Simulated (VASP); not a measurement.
# W (Pm-3m) in VASP: a series of runs

Runs on W. Level: PBE. Tasks: density of states.

Program: VASP 6.6.1. These are calculated values, not measurements. Logs are shortened: lines on timing, memory, paths and dates and some standing lists are left out, and cuts for length are marked.

## (1) The cell of the first run

Symmetry: Pm-3m, No. 221, cubic system. Conventional cell: a = 2.021 Å, b = 2.021 Å, c = 2.021 Å, α = 90.00°, β = 90.00°, γ = 90.00°. Within 2.7 Å of W (site symmetry m-3m) lie 6 W at 2.02 Å.

## (2) Density of states, PBE (volume scaled by 0.45)

POSCAR

```
W
1.0
    2.0212462878      0.0000000000      0.0000000000
    0.0000000000      2.0212462878      0.0000000000
    0.0000000000      0.0000000000      2.0212462878
W
1
Direct
    0.0000000000      0.0000000000      0.0000000000
```

INCAR.step1

```
ALGO = Normal
EDIFF = 1E-7
ENCUT = 520
GGA = PE
ISIF = 2
ISMEAR = -1
LASPH = True
LCHARG = True
LMAXMIX = 4
LREAL = False
LWAVE = False
NBANDS = 13
NELM = 60
PREC = Accurate
SIGMA = 0.1
```

KPOINTS.step1

```
k-points
0
Gamma
  16 16 16
```

INCAR.step2

```
ALGO = Normal
EDIFF = 1E-7
ENCUT = 520
GGA = PE
ICHARG = 11
ISIF = 2
ISMEAR = -5
LASPH = True
LCHARG = False
LMAXMIX = 4
LORBIT = 11
LREAL = False
LWAVE = False
NBANDS = 13
NEDOS = 1001
NELM = 60
PREC = Accurate
SIGMA = 0.1
```

KPOINTS.step2

```
k-points
0
Gamma
  24 24 24
```

Potentials or basis: VASP PAW PBE potentials, release 64 (W_sv).

Run with:

```bash
cat potpaw_PBE.64/W_sv/POTCAR > POTCAR
cp INCAR.step1 INCAR
cp KPOINTS.step1 KPOINTS
mpirun -np 1 vasp_std > vasp.out
cp INCAR.step2 INCAR
cp KPOINTS.step2 KPOINTS
mpirun -np 1 vasp_std > vasp.out
```

OUTCAR:

```text
EDIFF = 1E-7
   ENCUT = 520
   GGA = PE
   ICHARG = 11
   ISIF = 2
   ISMEAR = -5
   LASPH = True
   LORBIT = 11
   LREAL = False
   NELM = 60
   PREC = Accurate

 ion  position               nearest neighbor table
   1  0.000  0.000  0.000-

  LATTYP: Found a simple cubic cell.
 ALAT       =     2.0212462878

  Lattice vectors:

 A1 = (   2.0212462878,   0.0000000000,   0.0000000000)
 A2 = (   0.0000000000,   2.0212462878,   0.0000000000)
 A3 = (   0.0000000000,   0.0000000000,   2.0212462878)

Analysis of symmetry for initial positions (statically):
=====================================================================
 Subroutine PRICEL returns:
 Original cell was already a primitive cell.

 Routine SETGRP: Setting up the symmetry group for a
 simple cubic supercell.

 Subroutine GETGRP returns: Found 48 space group operations
 (whereof 48 operations were pure point group operations)
 out of a pool of 48 trial point group operations.

The static configuration has the point symmetry O_h .

Analysis of symmetry for dynamics (positions and initial velocities):
=====================================================================
 Subroutine PRICEL returns:
 Original cell was already a primitive cell.

 Routine SETGRP: Setting up the symmetry group for a
 simple cubic supercell.

 Subroutine GETGRP returns: Found 48 space group operations
 (whereof 48 operations were pure point group operations)
 out of a pool of 48 trial point group operations.

The dynamic configuration has the point symmetry O_h .

 Subroutine INISYM returns: Found 48 space group operations
 (whereof 48 operations are pure point group operations),
 and found     1 'primitive' translations

----------------------------------------------------------------------------------------

                                     Primitive cell

  volume of cell :       8.2577

  direct lattice vectors                    reciprocal lattice vectors
     2.021246288  0.000000000  0.000000000     0.494744261  0.000000000  0.000000000
     0.000000000  2.021246288  0.000000000     0.000000000  0.494744261  0.000000000
     0.000000000  0.000000000  2.021246288     0.000000000  0.000000000  0.494744261

  length of vectors
     2.021246288  2.021246288  2.021246288     0.494744261  0.494744261  0.494744261

  position of ions in fractional coordinates (direct lattice)
     0.000000000  0.000000000  0.000000000

  ion indices of the primitive-cell ions
   primitive index   ion index
                 1           1

----------------------------------------------------------------------------------------

 KPOINTS: k-points

Automatic generation of k-mesh.
 Grid dimensions read from file:
 generate k-points for:   24   24   24

 Generating k-lattice:

  Cartesian coordinates                     Fractional coordinates (reciprocal lattice)
     0.020614344  0.000000000  0.000000000     0.041666667  0.000000000  0.000000000
     0.000000000  0.020614344  0.000000000     0.000000000  0.041666667  0.000000000
     0.000000000  0.000000000  0.020614344     0.000000000  0.000000000  0.041666667

  Length of vectors
     0.020614344  0.020614344  0.020614344

  Shift w.r.t. Gamma in fractional coordinates (k-lattice)
     0.000000000  0.000000000  0.000000000

 TETIRR: Found   6890 inequivalent tetrahedra from    82944

 Subroutine IBZKPT returns following result:
 ===========================================

 Found    455 irreducible k-points:

 Following reciprocal coordinates:
            Coordinates               Weight
  0.000000  0.000000  0.000000      1.000000
  0.041667  0.000000  0.000000      6.000000
  0.083333  0.000000  0.000000      6.000000
  0.125000  0.000000  0.000000      6.000000
  0.166667  0.000000  0.000000      6.000000
  0.208333  0.000000  0.000000      6.000000
[... 16 lines left out ...]
  0.416667  0.041667  0.000000     24.000000
  0.458333  0.041667  0.000000     24.000000
 [... further k-points ...]
   k-points           NKPTS =    455   k-points in BZ     NKDIM =    455   number of bands    NBANDS=     13
   number of dos      NEDOS =   1001   number of ions     NIONS =      1
   total plane-waves  NPLWV =   4096
   dimension x,y,z NGX =    16 NGY =   16 NGZ =   16
   dimension x,y,z NGXF=    32 NGYF=   32 NGZF=   32
   ions per type =               1
   NGX,Y,Z   is equivalent  to a cutoff of  13.16, 13.16, 13.16 a.u.
   NGXF,Y,Z  is equivalent  to a cutoff of  26.32, 26.32, 26.32 a.u.
 SYSTEM =  unknown system
   PREC   = accura    normal or accurate (medium, high low for compatibility)
   ISTART =      0    job   : 0-new  1-cont  2-samecut
   ICHARG =     11    charge: 1-file 2-atom 10-const
   ISPIN  =      1    spin polarized calculation?
   LNONCOLLINEAR =      F non collinear calculations
   LSORBIT =      F    spin-orbit coupling
   LASPH  =      T    aspherical Exc in radial PAW
   ENCUT  =  520.0 eV  38.22 Ry    6.18 a.u.   3.76  3.76  3.76*2*pi/ulx,y,z
   NELM   =     60;   NELMIN=  2; NELMDL=  0     # of ELM steps
   EDIFF  = 0.1E-06   stopping-criterion for ELM
   LREAL  =      F    real-space projection
   EDIFFG = 0.1E-05   stopping-criterion for IOM
   NSW    =      0    number of steps for IOM
   IBRION =     -1    ionic relax: 0-MD 1-quasi-New 2-CG
   NFREE  =      0    steps in history (QN), initial steepest desc. (CG)
   ISIF   =      2    stress and relaxation
   ISYM   =      2    0-nonsym 1-usesym 2-fastsym
   POTIM  = 0.5000    time-step for ionic-motion
   TEBEG  =    0.0;   TEEND  =   0.0 temperature during run
   PSTRESS=    0.0 pullay stress
   NELECT =      14.0000    total number of electrons
   NUPDOWN=      -1.0000    fix difference up-down
   EMIN   =  10.00;   EMAX   =-10.00  energy-range for DOS
   EFERMI =   0.00;   METHOD = LEGACY
   ISMEAR =    -5;   SIGMA  =   0.10  broadening in eV -4-tet -1-fermi 0-gaus
   EFERMI_NEDOS =   21; number of points for ismear=-14 and -15
   IALGO  =     38    algorithm
   IMIX   =      4    mixing-type and parameters
     AMIX     =   0.40;   BMIX     =  1.00
     AMIX_MAG =   1.60;   BMIX_MAG =  1.00
  volume/ion in A,a.u.               =       8.26        55.73
  Fermi-wavevector in a.u.,A,eV,Ry     =   1.952083  3.688902 51.846741  3.810628
  Thomas-Fermi vector in A             =   2.979223
   LORBIT       =     11    0 simple, 1 ext, 2 COOP (PROOUT), +10 PAW based schemes
   GGA     = PE    functional components
   LHFCALC =     F    Hartree Fock is set to
   AEXX    =    0.0000 exact exchange contribution
   IVDW    =     0    specifies the selected vdW correction
   LEPSILON=     F    determine dielectric tensor
   LRPA    =     F    only Hartree local field effects (RPA)
 non-spin polarized calculation
 Fermi weights with tetrahedron method with Bloechl corrections
  energy-cutoff  :      520.00
  volume of cell :        8.26
 maximum number of plane-waves:       251
 NGX is ok and might be reduce to    16

 number of electron      13.9999995 magnetization

 Free energy of the ion-electron system (eV)
  ---------------------------------------------------
  ext. energy  EPLUGINS =         0.00000000
  ---------------------------------------------------
  free energy    TOTEN  =         3.05415208 eV

  energy without entropy =        3.05415208  energy(sigma->0) =        3.05415208

 E-fermi :  23.8781     XC(G=0): -17.6100

 val. band max:       24.2671159269   @ k =   0.4583   0.0000   0.0000
 cond. band min:      23.7221843345   @ k =   0.4167   0.2083   0.0833
 fundamental gap:     -0.5449315925
 Fermi energy:        23.8780696528

 k-point     1 :       0.0000    0.0000    0.0000
  band No.  band energies     occupation
      1     -53.3750      2.00000
      2     -12.4609      2.00000
      3     -12.4609      2.00000
      4     -12.4609      2.00000
      5      12.1382      2.00000
      6      12.3243      2.00000
      7      12.3243      2.00000
      8      36.0101      0.00000
      9      36.0101      0.00000
     10      36.0101      0.00000
     11      47.9213      0.00000
     12      47.9213      0.00000
     13      47.9213      0.00000

 k-point     2 :       0.0417    0.0000    0.0000
  band No.  band energies     occupation
      1     -53.3499      2.00000
      2     -12.7035      2.00000
      3     -12.4427      2.00000
      4     -12.4427      2.00000
      5      12.2380      2.00000
      6      12.3620      2.00000
      7      12.6482      2.00000
      8      35.5969      0.00000
      9      35.5969      0.00000
     10      36.0344      0.00000
     11      47.3285      0.00000
     12      48.3014      0.00000
     13      48.3014      0.00000

 k-point     3 :       0.0833    0.0000    0.0000
  band No.  band energies     occupation
      1     -53.2763      2.00000
      2     -13.3833      2.00000
      3     -12.3891      2.00000
      4     -12.3891      2.00000
      5      12.4188      2.00000
      6      12.4734      2.00000
      7      13.6846      2.00000
      8      34.5236      0.00000
      9      34.5236      0.00000
     10      36.1061      0.00000
     11      45.8901      0.00000
     12      49.2535      0.00000
     13      49.2535      0.00000
[... 305 lines left out ...]
 k-point    23 :       0.4167    0.0417    0.0000
  band No.  band energies     occupation
      1     -51.8742      2.00000
      2     -21.5941      2.00000
      3     -11.5989      2.00000
      4     -11.3632      2.00000
      5      14.9644      2.00000
      6      16.8907      2.00000
      7      23.0557      1.99788
      8      24.6965     -0.04215
      9      26.5975      0.00000
     10      37.1439      0.00000
     11      39.2771      0.00000
     12      43.5910      0.00000
     13      55.5480      0.00000

 k-point    24 :       0.4583    0.0417    0.0000
  band No.  band energies     occupation
      1     -51.7877      2.00000
      2     -21.9652      2.00000
      3     -11.5340      2.00000
      4     -11.2999      2.00000
      5      15.1290      2.00000
      6      17.3392      2.00000
      7      22.6449      2.03153
      8      24.3032     -0.06528
      9      26.3981      0.00000
     10      37.2350      0.00000
     11      38.7506      0.00000
     12      46.1485      0.00000
     13      55.4968      0.00000

 [... further k-points ...]

------------------------ aborting loop because EDIFF is reached ----------------------------------------

  FORCE on cell =-STRESS in cart. coord.  units (eV):
  Direction    XX          YY          ZZ          XY          YZ          ZX
  --------------------------------------------------------------------------------------
  -------------------------------------------------------------------------------------
  Total       47.6701683     47.6701683     47.6701683      0.0000000      0.0000000      0.0000000
  in kB     9249.1018508   9249.1018508   9249.1018508      0.0000000      0.0000000      0.0000000
  external PRESSURE =    9249.1018508 kB  Pullay stress =       0.0000000 kB

 VOLUME and BASIS-vectors are now :
 -----------------------------------------------------------------------------
  energy-cutoff  :      520.00
  volume of cell :        8.26
      direct lattice vectors                 reciprocal lattice vectors
     2.021246288  0.000000000  0.000000000     0.494744261  0.000000000  0.000000000
     0.000000000  2.021246288  0.000000000     0.000000000  0.494744261  0.000000000
     0.000000000  0.000000000  2.021246288     0.000000000  0.000000000  0.494744261

 POSITION                                       TOTAL-FORCE (eV/Angst)
 -----------------------------------------------------------------------------------
      0.00000      0.00000      0.00000         0.000000      0.000000      0.000000
 -----------------------------------------------------------------------------------
    total drift:                                0.000000      0.000000      0.000000

  FREE ENERGIE OF THE ION-ELECTRON SYSTEM (eV)
  ---------------------------------------------------
  free  energy   TOTEN  =         3.0541520797 eV

  energy  without entropy=        3.0541520797  energy(sigma->0) =        3.05415208

 total charge

# of ion       s       p       d       tot
------------------------------------------
    1        2.728   6.734   5.701  15.163
```

Wall time 49 s (1 thread of Intel Xeon 8259CL, shared host); peak memory 0.17 GiB.

Caveat: the cell differs from its parent crystal (volume scaled by 0.45); spin-orbit coupling is left out, which moves the levels of the heavy elements; tetrahedron occupations give inexact forces and stress in metals.

## (3) Density of states, PBE

This run uses another cell than the first one, of 18.35 Å³/atom, 2.222 times its volume.

POSCAR

```
W
1.0
    2.6376372290      0.0000000000      0.0000000000
    0.0000000000      2.6376372290      0.0000000000
    0.0000000000      0.0000000000      2.6376372290
W
1
Direct
    0.0000000000      0.0000000000      0.0000000000
```

INCAR.step1

```
SYSTEM = W
PREC = Accurate
ENCUT = 520
EDIFF = 1E-6
ISMEAR = -1
SIGMA = 0.1
LREAL = .FALSE.
LASPH = .TRUE.
NELM = 100
ALGO = Normal
ISIF = 2
LWAVE = .FALSE.
LCHARG = .TRUE.
LMAXMIX = 4
GGA = PE
NBANDS = 13
```

KPOINTS.step1

```
Automatic mesh
0
G
  16 16 16
  0 0 0
```

INCAR.step2

```
SYSTEM = W
PREC = Accurate
ENCUT = 520
EDIFF = 1E-6
ISMEAR = -5
SIGMA = 0.1
LREAL = .FALSE.
LASPH = .TRUE.
NELM = 100
ALGO = Normal
ISIF = 2
LWAVE = .FALSE.
LCHARG = .FALSE.
LMAXMIX = 4
GGA = PE
LORBIT = 11
NEDOS = 1001
ICHARG = 11
```

KPOINTS.step2

```
Automatic mesh
0
G
  24 24 24
  0 0 0
```

Potentials or basis: VASP PAW PBE potentials, release 64 (W_sv).

Run with:

```bash
cat potpaw_PBE.64/W_sv/POTCAR > POTCAR
cp INCAR.step1 INCAR
cp KPOINTS.step1 KPOINTS
mpirun -np 1 vasp_std > vasp.out
cp INCAR.step2 INCAR
cp KPOINTS.step2 KPOINTS
mpirun -np 1 vasp_std > vasp.out
```

It took 39 s on 1 thread of Intel Xeon 6975P-C, shared host; peak memory 0.21 GiB.

Results (log left out):

```yaml
Valence_electrons_inside_the_program's_atomic_spheres: W 12.12
```

Levels at points of the mesh, in eV from the Fermi level:
```
           k point  band 3  band 4  band 5  band 6  band 7  band 8  band 9  band 10  band 11
(0.00, 0.00, 0.00)  -37.73  -37.73   -8.58   -4.33   -4.33    4.67    4.67     4.67    14.61
(0.50, 0.00, 0.00)  -37.62  -37.62   -5.09   -3.36   -0.77    0.91    0.91     5.07     9.13
(0.50, 0.50, 0.00)  -38.82  -37.51   -5.52   -2.92    1.68    1.68    4.70     4.70     7.31
(0.50, 0.50, 0.50)  -38.67  -38.67   -3.88   -3.88   -3.88    7.32    7.59     7.59    11.45
```

Caveat: spin-orbit coupling is left out, which moves the levels of the heavy elements; tetrahedron occupations give inexact forces and stress in metals.

[end of part 1 of 2]
